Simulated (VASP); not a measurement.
# Ge (P4_32_12) in VASP: single point with r2SCAN

Aim: the single point of Ge with r2SCAN.

Program: VASP 6.6.1. These are calculated values, not measurements. Logs are shortened: lines on timing, memory, paths and dates and some standing lists are left out, and cuts for length are marked.

**1. The cell of the first run**

The structure is tetragonal, space group P4_32_12 (No. 96). The conventional cell has a = 5.936 Å, b = 5.936 Å, c = 7.094 Å, α = 90.00°, β = 90.00°, γ = 90.00°. Within 3.3 Å of Ge (site symmetry 2) lie 4 Ge at 2.48 to 2.50 Å. Within 3.3 Å of Ge (site symmetry 1) lie 4 Ge at 2.48 to 2.51 Å.

**2. Single point, r2SCAN**

File POSCAR:

```
Ge
1.0
    5.9364480491      0.0000000000      0.0000000000
    0.0000000000      5.9364480491      0.0000000000
    0.0000000000      0.0000000000      7.0938075782
Ge
12
Direct
    0.0848541125      0.0848541125      0.0000000000
    0.4151458875      0.5848541125      0.7500000000
    0.9151458875      0.9151458875      0.5000000000
    0.5848541125      0.4151458875      0.2500000000
    0.1698251953      0.3738447737      0.2463682188
    0.1261552263      0.6698251953      0.9963682188
    0.8301748047      0.6261552263      0.7463682188
    0.8738447737      0.3301748047      0.4963682188
    0.6698251953      0.1261552263      0.0036317812
    0.6261552263      0.8301748047      0.2536317812
    0.3301748047      0.8738447737      0.5036317812
    0.3738447737      0.1698251953      0.7536317812
```

File INCAR.step1:

```
PREC     = Accurate       # precision mode
ENCUT    = 520            # plane-wave cutoff, eV
ISMEAR   = -1             # smearing method
SIGMA    = 0.05           # smearing width, eV
LREAL    = False          # projectors in reciprocal space
LASPH    = True           # aspherical terms in the spheres
NELM     = 60             # most SCF steps
NBANDS   = 96             # bands
GGA      = PE             # functional
ALGO     = Normal         # electronic algorithm
EDIFF    = 1E-4           # SCF threshold, eV
LWAVE    = True           # write WAVECAR
LCHARG   = False          # write CHGCAR
```

File INCAR.step2:

```
PREC     = Accurate       # precision mode
ENCUT    = 520            # plane-wave cutoff, eV
EDIFF    = 1E-6           # SCF threshold, eV
ISMEAR   = -1             # smearing method
SIGMA    = 0.05           # smearing width, eV
LREAL    = False          # projectors in reciprocal space
LASPH    = True           # aspherical terms in the spheres
NELM     = 60             # most SCF steps
ALGO     = Normal         # electronic algorithm
ISIF     = 2              # what is computed and relaxed
LWAVE    = False          # write WAVECAR
LCHARG   = False          # write CHGCAR
METAGGA  = R2SCAN         # meta-GGA
LMIXTAU  = True         
NBANDS   = 96             # bands
ISTART   = 1
```

File KPOINTS:

```
regular mesh
0
Gamma
  5 5 4
```

Potentials or basis: VASP PAW PBE potentials, release 64 (Ge_d).

Started as:

```sh
> cat potpaw_PBE.64/Ge_d/POTCAR > POTCAR
> cp INCAR.step1 INCAR
> mpirun -np 1 vasp_std > vasp.out
> cp INCAR.step2 INCAR
> mpirun -np 1 vasp_std > vasp.out
```

OUTCAR:

```text
PREC = Accurate
   ENCUT = 520
   EDIFF = 1E-6
   ISMEAR = -1
   LREAL = False
   LASPH = True
   NELM = 60
   ISIF = 2
   METAGGA = R2SCAN
   ISTART = 1

 ion  position               nearest neighbor table
   1  0.085  0.085  0.000-   6 2.48   9 2.48   5 2.50  12 2.50
   2  0.415  0.585  0.750-   7 2.48  12 2.48  11 2.50   6 2.50
   3  0.915  0.915  0.500-   8 2.48  11 2.48  10 2.50   7 2.50
   4  0.585  0.415  0.250-   5 2.48  10 2.48   9 2.50   8 2.50
   5  0.170  0.374  0.246-   4 2.48   1 2.50   6 2.51   8 2.51
   6  0.126  0.670  0.996-   1 2.48   2 2.50   5 2.51   7 2.51
   7  0.830  0.626  0.746-   2 2.48   3 2.50   6 2.51   8 2.51
   8  0.874  0.330  0.496-   3 2.48   4 2.50   5 2.51   7 2.51
   9  0.670  0.126  0.004-   1 2.48   4 2.50  10 2.51  12 2.51
  10  0.626  0.830  0.254-   4 2.48   3 2.50   9 2.51  11 2.51
  11  0.330  0.874  0.504-   3 2.48   2 2.50  10 2.51  12 2.51
  12  0.374  0.170  0.754-   2 2.48   1 2.50   9 2.51  11 2.51

  LATTYP: Found a simple tetragonal cell.
 ALAT       =     5.9364480491
 C/A-ratio  =     1.1949582510

  Lattice vectors:

 A1 = (   5.9364480491,   0.0000000000,   0.0000000000)
 A2 = (   0.0000000000,   5.9364480491,   0.0000000000)
 A3 = (   0.0000000000,   0.0000000000,   7.0938075782)

Analysis of symmetry for initial positions (statically):
=====================================================================
 Subroutine PRICEL returns:
 Original cell was already a primitive cell.

 Routine SETGRP: Setting up the symmetry group for a
 simple tetragonal supercell.

 Subroutine GETGRP returns: Found  8 space group operations
 (whereof  2 operations were pure point group operations)
 out of a pool of 16 trial point group operations.

The static configuration has the point symmetry C_2 .
 The point group associated with its full space group is D_4 .

Analysis of symmetry for dynamics (positions and initial velocities):
=====================================================================
 Subroutine PRICEL returns:
 Original cell was already a primitive cell.

 Routine SETGRP: Setting up the symmetry group for a
 simple tetragonal supercell.

 Subroutine GETGRP returns: Found  8 space group operations
 (whereof  2 operations were pure point group operations)
 out of a pool of 16 trial point group operations.

The dynamic configuration has the point symmetry C_2 .
 The point group associated with its full space group is D_4 .

 Subroutine INISYM returns: Found  8 space group operations
 (whereof  2 operations are pure point group operations),
 and found     1 'primitive' translations

----------------------------------------------------------------------------------------

                                     Primitive cell

  volume of cell :     249.9958

  direct lattice vectors                    reciprocal lattice vectors
     5.936448049  0.000000000  0.000000000     0.168450897  0.000000000  0.000000000
     0.000000000  5.936448049  0.000000000     0.000000000  0.168450897  0.000000000
     0.000000000  0.000000000  7.093807578     0.000000000  0.000000000  0.140968019

  length of vectors
     5.936448049  5.936448049  7.093807578     0.168450897  0.168450897  0.140968019

  position of ions in fractional coordinates (direct lattice)
     0.084854112  0.084854112  0.000000000
     0.415145888  0.584854112  0.750000000
     0.915145888  0.915145888  0.500000000
     0.584854112  0.415145888  0.250000000
     0.169825195  0.373844774  0.246368219
     0.126155226  0.669825195  0.996368219
     0.830174805  0.626155226  0.746368219
     0.873844774  0.330174805  0.496368219
     0.669825195  0.126155226  0.003631781
     0.626155226  0.830174805  0.253631781
     0.330174805  0.873844774  0.503631781
     0.373844774  0.169825195  0.753631781

  ion indices of the primitive-cell ions
   primitive index   ion index
                 1           1
                 2           2
                 3           3
                 4           4
                 5           5
                 6           6
                 7           7
                 8           8
                 9           9
                10          10
                11          11
                12          12

----------------------------------------------------------------------------------------

 KPOINTS: regular mesh

Automatic generation of k-mesh.
 Grid dimensions read from file:
 generate k-points for:    5    5    4

 Generating k-lattice:

  Cartesian coordinates                     Fractional coordinates (reciprocal lattice)
     0.033690179  0.000000000  0.000000000     0.200000000  0.000000000  0.000000000
     0.000000000  0.033690179  0.000000000     0.000000000  0.200000000  0.000000000
     0.000000000  0.000000000  0.035242005     0.000000000  0.000000000  0.250000000

  Length of vectors
     0.033690179  0.033690179  0.035242005

  Shift w.r.t. Gamma in fractional coordinates (k-lattice)
     0.000000000  0.000000000  0.000000000

 Subroutine IBZKPT returns following result:
 ===========================================

 Found     18 irreducible k-points:

 Following reciprocal coordinates:
            Coordinates               Weight
  0.000000  0.000000  0.000000      1.000000
  0.200000  0.000000  0.000000      4.000000
  0.400000  0.000000  0.000000      4.000000
  0.200000  0.200000  0.000000      4.000000
  0.400000  0.200000  0.000000      8.000000
  0.400000  0.400000  0.000000      4.000000
[... 10 lines left out ...]
  0.400000  0.200000  0.500000      8.000000
  0.400000  0.400000  0.500000      4.000000
   k-points           NKPTS =     18   k-points in BZ     NKDIM =     18   number of bands    NBANDS=     96
   number of dos      NEDOS =    301   number of ions     NIONS =     12
   total plane-waves  NPLWV = 124416
   dimension x,y,z NGX =    48 NGY =   48 NGZ =   54
   dimension x,y,z NGXF=    96 NGYF=   96 NGZF=  108
   ions per type =              12
   NGX,Y,Z   is equivalent  to a cutoff of  13.44, 13.44, 12.66 a.u.
   NGXF,Y,Z  is equivalent  to a cutoff of  26.88, 26.88, 25.31 a.u.
 SYSTEM =  unknown system
   PREC   = accura    normal or accurate (medium, high low for compatibility)
   ISTART =      1    job   : 0-new  1-cont  2-samecut
   ICHARG =      0    charge: 1-file 2-atom 10-const
   ISPIN  =      1    spin polarized calculation?
   LNONCOLLINEAR =      F non collinear calculations
   LSORBIT =      F    spin-orbit coupling
   LASPH  =      T    aspherical Exc in radial PAW
   ENCUT  =  520.0 eV  38.22 Ry    6.18 a.u.  11.04 11.04 13.19*2*pi/ulx,y,z
   NELM   =     60;   NELMIN=  2; NELMDL=  0     # of ELM steps
   EDIFF  = 0.1E-05   stopping-criterion for ELM
   LREAL  =      F    real-space projection
   EDIFFG = 0.1E-04   stopping-criterion for IOM
   NSW    =      0    number of steps for IOM
   IBRION =     -1    ionic relax: 0-MD 1-quasi-New 2-CG
   NFREE  =      0    steps in history (QN), initial steepest desc. (CG)
   ISIF   =      2    stress and relaxation
   ISYM   =      2    0-nonsym 1-usesym 2-fastsym
   POTIM  = 0.5000    time-step for ionic-motion
   TEBEG  =    0.0;   TEEND  =   0.0 temperature during run
   PSTRESS=    0.0 pullay stress
   NELECT =     168.0000    total number of electrons
   NUPDOWN=      -1.0000    fix difference up-down
   EMIN   =  10.00;   EMAX   =-10.00  energy-range for DOS
   EFERMI =   0.00;   METHOD = LEGACY
   ISMEAR =    -1;   SIGMA  =   0.05  broadening in eV -4-tet -1-fermi 0-gaus
   EFERMI_NEDOS =   21; number of points for ismear=-14 and -15
   IALGO  =     38    algorithm
   IMIX   =      4    mixing-type and parameters
     AMIX     =   0.40;   BMIX     =  1.00
     AMIX_MAG =   1.60;   BMIX_MAG =  1.00
  volume/ion in A,a.u.               =      20.83       140.59
  Fermi-wavevector in a.u.,A,eV,Ry     =   1.433949  2.709771 27.976428  2.056209
  Thomas-Fermi vector in A             =   2.553411
   LORBIT       =      0    0 simple, 1 ext, 2 COOP (PROOUT), +10 PAW based schemes
   METAGGA = R2SCAN    functional components
   LHFCALC =     F    Hartree Fock is set to
   AEXX    =    0.0000 exact exchange contribution
   IVDW    =     0    specifies the selected vdW correction
   LEPSILON=     F    determine dielectric tensor
   LRPA    =     F    only Hartree local field effects (RPA)
 non-spin polarized calculation
  energy-cutoff  :      520.00
  volume of cell :      250.00
 maximum number of plane-waves:      6764
 NGX is ok and might be reduce to    48
   NGX = 23   NGY = 23   NGZ = 27

 number of electron     168.0000015 magnetization

 Free energy of the ion-electron system (eV)
  ---------------------------------------------------
  ext. energy  EPLUGINS =         0.00000000
  ---------------------------------------------------
  free energy    TOTEN  =      -164.31045067 eV

  energy without entropy =     -164.31043896  energy(sigma->0) =     -164.31044481

 E-fermi :   5.3736     XC(G=0): -11.4373

 val. band max:        4.8825933145   @ k =   0.4000   0.2000   0.0000
 cond. band min:       5.8479074638   @ k =   0.4000   0.4000   0.0000
 fundamental gap:      0.9653141493
 Fermi energy:         5.3735506038

 k-point     1 :       0.0000    0.0000    0.0000
  band No.  band energies     occupation
      1     -20.0509      2.00000
      2     -20.0224      2.00000
      3     -20.0224      2.00000
      4     -20.0065      2.00000
      5     -19.9994      2.00000
      6     -19.9994      2.00000
[... 88 lines left out ...]
     95      10.0534      0.00000
     96      10.0534      0.00000

 k-point     2 :       0.2000    0.0000    0.0000
  band No.  band energies     occupation
      1     -20.0466      2.00000
      2     -20.0237      2.00000
      3     -20.0194      2.00000
      4     -20.0116      2.00000
      5     -20.0014      2.00000
      6     -20.0001      2.00000
[... 1672 lines left out ...]
     95       9.1371      0.00000
     96       9.1371      0.00000

------------------------ aborting loop because EDIFF is reached ----------------------------------------

  FORCE on cell =-STRESS in cart. coord.  units (eV):
  Direction    XX          YY          ZZ          XY          YZ          ZX
  --------------------------------------------------------------------------------------
  -------------------------------------------------------------------------------------
  Total        0.6246641      0.6246641     -0.8739623      0.0000000     -0.0000000     -0.0000000
  in kB        4.0033576      4.0033576     -5.6010637      0.0000000     -0.0000000     -0.0000000
  external PRESSURE =       0.8018838 kB  Pullay stress =       0.0000000 kB

 VOLUME and BASIS-vectors are now :
 -----------------------------------------------------------------------------
  energy-cutoff  :      520.00
  volume of cell :      250.00
      direct lattice vectors                 reciprocal lattice vectors
     5.936448049  0.000000000  0.000000000     0.168450897  0.000000000  0.000000000
     0.000000000  5.936448049  0.000000000     0.000000000  0.168450897  0.000000000
     0.000000000  0.000000000  7.093807578     0.000000000  0.000000000  0.140968019

 POSITION                                       TOTAL-FORCE (eV/Angst)
 -----------------------------------------------------------------------------------
      0.50373      0.50373      0.00000         0.050977      0.050977      0.000000
      2.46449      3.47196      5.32036        -0.050977      0.050977     -0.000000
      5.43272      5.43272      3.54690        -0.050977     -0.050977      0.000000
      3.47196      2.46449      1.77345         0.050977     -0.050977     -0.000000
      1.00816      2.21931      1.74769        -0.021636     -0.068647     -0.067344
      0.74891      3.97638      7.06804         0.068647     -0.021636     -0.067344
      4.92829      3.71714      5.29459         0.021636      0.068647     -0.067344
      5.18753      1.96007      3.52114        -0.068647      0.021636     -0.067344
      3.97638      0.74891      0.02576        -0.021636      0.068647      0.067344
      3.71714      4.92829      1.79922         0.068647      0.021636      0.067344
      1.96007      5.18753      3.57267         0.021636     -0.068647      0.067344
      2.21931      1.00816      5.34612        -0.068647     -0.021636      0.067344
 -----------------------------------------------------------------------------------
    total drift:                               -0.000000      0.000000     -0.000000

  FREE ENERGIE OF THE ION-ELECTRON SYSTEM (eV)
  ---------------------------------------------------
  free  energy   TOTEN  =      -164.3104506703 eV

  energy  without entropy=     -164.3104389555  energy(sigma->0) =     -164.31044481
```

Run time: 30 min. Hardware: 1 thread of Intel Xeon Platinum 8259CL at 2.50GHz (Skylake/Cascade Lake), shared host; peak memory 0.54 GiB.

What came out:

| Property | Result |
| --- | --- |
| Free energy | -164.3105 eV |
| Pressure | 0.1 GPa |
| Largest force | 0.099 eV/Å |
| Band gap on the k mesh | 0.97 eV, indirect (least direct gap 1.06 eV) |

Forces in eV/Å, atoms in the order of the input:
```
Ge   0.051  0.051  0.000
Ge  -0.051  0.051  0.000
Ge  -0.051 -0.051  0.000
Ge   0.051 -0.051  0.000
Ge  -0.022 -0.069 -0.067
Ge   0.069 -0.022 -0.067
Ge   0.022  0.069 -0.067
Ge  -0.069  0.022 -0.067
Ge  -0.022  0.069  0.067
Ge   0.069  0.022  0.067
Ge   0.022 -0.069  0.067
Ge  -0.069 -0.022  0.067
```

Levels at points of the mesh, in eV from the valence-band top:
| k point | band 80 | band 81 | band 82 | band 83 | band 84 | band 85 | band 86 | band 87 | band 88 | band 89 |
| --- | --- | --- | --- | --- | --- | --- | --- | --- | --- | --- |
| (0.00, 0.00, 0.00) | -1.85 | -0.95 | -0.90 | -0.90 | -0.22 | 1.77 | 2.04 | 2.04 | 2.99 | 3.85 |
| (0.00, 0.00, 0.50) | -1.81 | -1.15 | -1.15 | -0.70 | -0.70 | 1.13 | 1.13 | 1.96 | 1.96 | 3.72 |

Caveat: the PAW data sets were made with another functional, which shifts forces and pressure a little.
